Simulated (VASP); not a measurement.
Set up this calculation in VASP 6.6.1, as the native input.

| Quantity | Value |
| --- | --- |
| Task | single point |
| Functional | PBE |
| Potentials or basis | VASP PAW PBE potentials, release 64 (Cu, O) |
| Cutoff | 520 eV |
| k mesh | 14 × 14 × 14 |
| Occupations | gaussian, width 0.15 eV |
| Spin | no spin polarisation |
| Dipole correction | no |
| Further INCAR settings | ALGO = Normal; EDIFF = 1e-07; NBANDS = 30 |

The structure of Cu3O2 lies in POSCAR:

```
Cu3O2
1.0
   -1.9723500000      1.9723500000      3.7686000000
    1.9723500000     -1.9723500000      3.7686000000
    1.9723500000      1.9723500000     -3.7686000000
Cu O
3 2
Direct
    0.2500000000      0.7500000000      0.5000000000
    0.7500000000      0.2500000000      0.5000000000
    0.0000000000      0.0000000000      0.0000000000
    0.0000000000      0.5000000000      0.5000000000
    0.5000000000      0.0000000000      0.5000000000
```

These files were run (other wordings do the same):

INCAR

```
ALGO = Normal
EDIFF = 1E-7
ENCUT = 520
GGA = PE
ISIF = 2
ISMEAR = 0
LASPH = True
LCHARG = False
LREAL = False
LWAVE = False
NBANDS = 30
NELM = 60
PREC = Accurate
SIGMA = 0.15
```

KPOINTS

```
k-points
0
Gamma
  14 14 14
```

Potentials or basis: VASP PAW PBE potentials, release 64 (Cu, O).

Command:

```sh
$ cat potpaw_PBE.64/Cu/POTCAR potpaw_PBE.64/O/POTCAR > POTCAR
$ mpirun -np 1 vasp_std > vasp.out
```

It gave:

- Pressure: 1.3 GPa
- Band gap on the k mesh: zero (an odd number of electrons rules out a gap without spin polarisation)

Caveat: the stress differs along the axes, from -6 to 5 GPa.

Run time: 12 min on 1 thread of Intel Xeon 8259CL, with other jobs on the host, peak memory 0.46 GiB.
